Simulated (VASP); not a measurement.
# Hf (Im-3m) in VASP: further runs, part 2 of 2

VASP 6.6.1. Earlier steps stand in the parts before.

### Step 4. Relaxation of cell and atoms, RPBE

The input, INCAR:

```
ALGO     = Fast           # electronic algorithm
EDIFF    = 1E-6           # SCF threshold, eV
EDIFFG   = -0.01          # ionic threshold
ENCUT    = 600            # plane-wave cutoff, eV
GGA      = RP             # functional
IBRION   = 2              # ionic algorithm
ISIF     = 3              # what is computed and relaxed
ISMEAR   = -1             # smearing method
LASPH    = T              # aspherical terms in the spheres
LCHARG   = F              # write CHGCAR
LREAL    = F              # projectors in reciprocal space
LWAVE    = F              # write WAVECAR
NELM     = 100            # most SCF steps
NSW      = 60             # ionic steps
PREC     = Accurate       # precision mode
SIGMA    = 0.05           # smearing width, eV
```

The input, KPOINTS:

```
k-points
0
Gamma
  10 10 10
```

The input, POSCAR:

```
Hf
1.0
   -1.8050000000      1.8050000000      1.8050000000
    1.8050000000     -1.8050000000      1.8050000000
    1.8050000000      1.8050000000     -1.8050000000
Hf
1
Direct
    0.0000000000      0.0000000000      0.0000000000
```

Potentials or basis: VASP PAW PBE potentials, release 64 (Hf_pv).

Run with:

```sh
$ cat potpaw_PBE.64/Hf_pv/POTCAR > POTCAR
$ mpirun -np 1 vasp_std > vasp.out
```

OUTCAR:

```text
EDIFF = 1E-6
   EDIFFG = -0.01
   ENCUT = 600
   GGA = RP
   IBRION = 2
   ISIF = 3
   ISMEAR = -1
   LASPH = T
   LREAL = F
   NELM = 100
   NSW = 60
   PREC = Accurate

 ion  position               nearest neighbor table
   1  0.000  0.000  0.000-

  LATTYP: Found a body centered cubic cell.
 ALAT       =     3.6100000000

  Lattice vectors:

 A1 = (  -1.8050000000,   1.8050000000,   1.8050000000)
 A2 = (   1.8050000000,  -1.8050000000,   1.8050000000)
 A3 = (   1.8050000000,   1.8050000000,  -1.8050000000)

Analysis of symmetry for initial positions (statically):
=====================================================================
 Subroutine PRICEL returns:
 Original cell was already a primitive cell.

 Routine SETGRP: Setting up the symmetry group for a
 body centered cubic supercell.

 Subroutine GETGRP returns: Found 48 space group operations
 (whereof 48 operations were pure point group operations)
 out of a pool of 48 trial point group operations.

The static configuration has the point symmetry O_h .

Analysis of symmetry for dynamics (positions and initial velocities):
=====================================================================
 Subroutine PRICEL returns:
 Original cell was already a primitive cell.

 Routine SETGRP: Setting up the symmetry group for a
 body centered cubic supercell.

 Subroutine GETGRP returns: Found 48 space group operations
 (whereof 48 operations were pure point group operations)
 out of a pool of 48 trial point group operations.

The dynamic configuration has the point symmetry O_h .

 Subroutine INISYM returns: Found 48 space group operations
 (whereof 48 operations are pure point group operations),
 and found     1 'primitive' translations

----------------------------------------------------------------------------------------

                                     Primitive cell

  volume of cell :      23.5229

[... 125 lines left out ...]

--------------------------------------- Ionic step        1  -------------------------------------------

 number of electron      10.0000000 magnetization

 number of electron       9.9999999 magnetization

 Free energy of the ion-electron system (eV)
  ---------------------------------------------------
  ext. energy  EPLUGINS =         0.00000000
  ---------------------------------------------------
  free energy    TOTEN  =        -9.32284442 eV

  energy without entropy =       -9.30733452  energy(sigma->0) =       -9.31508947

------------------------ aborting loop because EDIFF is reached ----------------------------------------

  FORCE on cell =-STRESS in cart. coord.  units (eV):
  Direction    XX          YY          ZZ          XY          YZ          ZX
  --------------------------------------------------------------------------------------
  -------------------------------------------------------------------------------------
  Total       -0.3787999     -0.3787999     -0.3787999      0.0000000     -0.0000000     -0.0000000
  in kB      -25.8005453    -25.8005453    -25.8005453      0.0000000     -0.0000000     -0.0000000
  external PRESSURE =     -25.8005453 kB  Pullay stress =       0.0000000 kB
[... 57 lines left out ...]
--------------------------------------- Ionic step        3  -------------------------------------------

 number of electron       9.9999999 magnetization

 Free energy of the ion-electron system (eV)
  ---------------------------------------------------
  ext. energy  EPLUGINS =         0.00000000
  ---------------------------------------------------
  free energy    TOTEN  =        -9.32815145 eV

  energy without entropy =       -9.31373874  energy(sigma->0) =       -9.32094509

 E-fermi :   4.5343     XC(G=0): -11.1203

 val. band max:        4.4922950560   @ k =   0.3000   0.1000   0.1000
 cond. band min:       4.5405478621   @ k =   0.3000   0.2000  -0.0000
 fundamental gap:      0.0482528061
 Fermi energy:         4.5342645473

 k-point     1 :       0.0000    0.0000    0.0000
  band No.  band energies     occupation
      1     -25.4382      2.00000
      2     -25.4382      2.00000
      3     -25.4382      2.00000
      4      -2.4351      2.00000
      5       6.0678      0.00000
      6       6.0678      0.00000
      7       6.0678      0.00000
      8       8.7761      0.00000
      9       8.7761      0.00000
[... 265 lines left out ...]
 k-point    24 :      -0.3000    0.3000    0.1000
  band No.  band energies     occupation
      1     -25.9312      2.00000
      2     -25.6270      2.00000
      3     -25.4970      2.00000
      4       0.4510      2.00000
      5       4.7500      0.02638
      6       4.9824      0.00026
      7       7.4776      0.00000
      8       8.9087      0.00000
      9       9.5556      0.00000

 [... further k-points ...]

------------------------ aborting loop because EDIFF is reached ----------------------------------------

  FORCE on cell =-STRESS in cart. coord.  units (eV):
  Direction    XX          YY          ZZ          XY          YZ          ZX
  --------------------------------------------------------------------------------------
  -------------------------------------------------------------------------------------
  Total        0.0014654      0.0014654      0.0014654     -0.0000000     -0.0000000      0.0000000
  in kB        0.1026401      0.1026401      0.1026401     -0.0000000     -0.0000000      0.0000000
  external PRESSURE =       0.1026401 kB  Pullay stress =       0.0000000 kB
[... 16 lines left out ...]
  FREE ENERGIE OF THE ION-ELECTRON SYSTEM (eV)
  ---------------------------------------------------
  free  energy   TOTEN  =        -9.3281514515 eV

  energy  without entropy=       -9.3137387379  energy(sigma->0) =       -9.32094509

 reached required accuracy - stopping structural energy minimisation
```

CONTCAR:

```text
Hf
   1.00000000000000
    -1.7882630912948145    1.7882630912948145    1.7882630912948145
     1.7882630912948145   -1.7882630912948145    1.7882630912948145
     1.7882630912948145    1.7882630912948145   -1.7882630912948145
  Hf
     1
Direct
     0.0000000000000000    0.0000000000000000    0.0000000000000000

  0.00000000E+00  0.00000000E+00  0.00000000E+00
```

It took 17 s on 1 thread of Intel Xeon 6975P-C (Granite Rapids), shared host; peak memory 0.17 GiB.

What came out:

```yaml
Free_energy: -9.3282 eV
Relaxed_volume: 22.87 Å³/atom
Relaxed_cell: a = 3.097 Å, b = 3.097 Å, c = 3.097 Å, α = 109.47°, β = 109.47°, γ = 109.47°
Space_group_after_relaxing_to_0.05_Å: Im-3m (No. 229)
Energy_gained_by_relaxing: 5.3 meV/atom
Ionic_steps: 3
Pressure_after_relaxing: 0.0 GPa
Band_gap_on_the_k_mesh: zero (band 5 reaches 6.07 eV, above the bottom of band 6 at 3.80 eV)
```

Step by step:
```
step  energy change (eV)  largest force (eV/Å)  pressure (GPa)  volume (Å³)
   1              0.0000                0.0000           -2.58        23.52
   2              0.0001                0.0000            2.95        22.26
   3             -0.0053                0.0000            0.01        22.87
```

Final structure:
```
Hf
1.0
    -1.78826    1.78826    1.78826
     1.78826   -1.78826    1.78826
     1.78826    1.78826   -1.78826
Hf
1
Direct
  0.00000 0.00000 0.00000
```

Levels at points of the mesh, in eV from the Fermi level:
| k point | band 2 | band 3 | band 4 | band 5 | band 6 | band 7 | band 8 | band 9 |
| --- | --- | --- | --- | --- | --- | --- | --- | --- |
| (0.00, 0.00, 0.00) | -29.97 | -29.97 | -6.97 | 1.53 | 1.53 | 1.53 | 4.24 | 4.24 |
| (0.50, 0.00, 0.00) | -30.22 | -29.98 | -3.30 | -0.44 | 0.94 | 4.07 | 5.04 | 7.42 |
| (0.50, 0.50, 0.50) | -30.50 | -30.50 | -2.48 | -2.48 | 6.62 | 7.03 | 7.03 | 7.03 |

Caveat: the PAW data sets were made with another functional, which shifts forces and pressure a little; spin-orbit coupling is left out, which moves the levels of the heavy elements.

### Step 5. Summary

| level | potentials or basis | gap on the mesh (eV) | pressure (GPa) | relaxed volume (Å³/atom) |
| --- | --- | --- | --- | --- |
| LDA | VASP PAW LDA potentials, release 64 (Hf_pv) | none | -0.1 | 20.46 |
| PBEsol | VASP PAW PBE potentials, release 64 (Hf_pv) | none | 0.0 | 21.25 |
| RPBE | VASP PAW PBE potentials, release 64 (Hf_pv) | none | 0.0 | 22.87 |

Alike in all rows: task relaxation of cell and atoms; no spin polarisation; cell relaxed; k mesh 10 × 10 × 10; cutoff (eV) 600; smearing fermi-dirac 0.05 eV.

Caveats: spin-orbit coupling is left out, which moves the levels of the heavy elements; the PAW data sets were made with another functional, which shifts forces and pressure a little (some runs); the volume moved by -13 % from the deposited cell, more than functionals usually miss (some runs).

Absolute energies hang on the potentials; compare differences alone.
